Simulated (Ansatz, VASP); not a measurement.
**Mg4O: VASP beside Ansatz**

```
Mg O
1.0
     4.42728    0.00000    0.00000
     0.00000    4.42728    0.00000
     0.00000    0.00000    4.42728
Mg O
4 1
Cartesian
  0.0000 2.2136 2.2136
  2.2136 2.2136 0.0000
  2.2136 0.0000 2.2136
  0.0000 0.0000 0.0000
  2.2136 2.2136 2.2136
```

Change from the starting cell: species swapped into the Fe4N type (Pm-3m, No. 221).

Alike in both runs: functional PBE; k mesh 8 × 8 × 8; occupations gaussian, width 0.1 eV; no spin polarisation.

Ansatz relaxed the structure, and its values are those at the end. VASP's run is a single point on that final structure, the one shown.

```csv
,VASP,Ansatz
version,VASP 6.6.1,Ansatz 0.2.0
potentials or method,"VASP PAW PBE potentials, release 64 (Mg, O), cutoff 520 eV","scalar-relativistic, plane waves, PAW"
valence electrons in the cell,14,46
```

|  | VASP | Ansatz | Ansatz less VASP |
| --- | --- | --- | --- |
| gap on the k mesh at the Fermi level (eV) | none | none | - |
| pressure (GPa) | -0.3 | 0.0 | +0.27 |

A gap of «none» marks a metal or a gap that the smearing closes. VASP's potentials hold 14 valence electrons a cell and Ansatz's 46, so a difference there can come from the potentials and not from the codes.
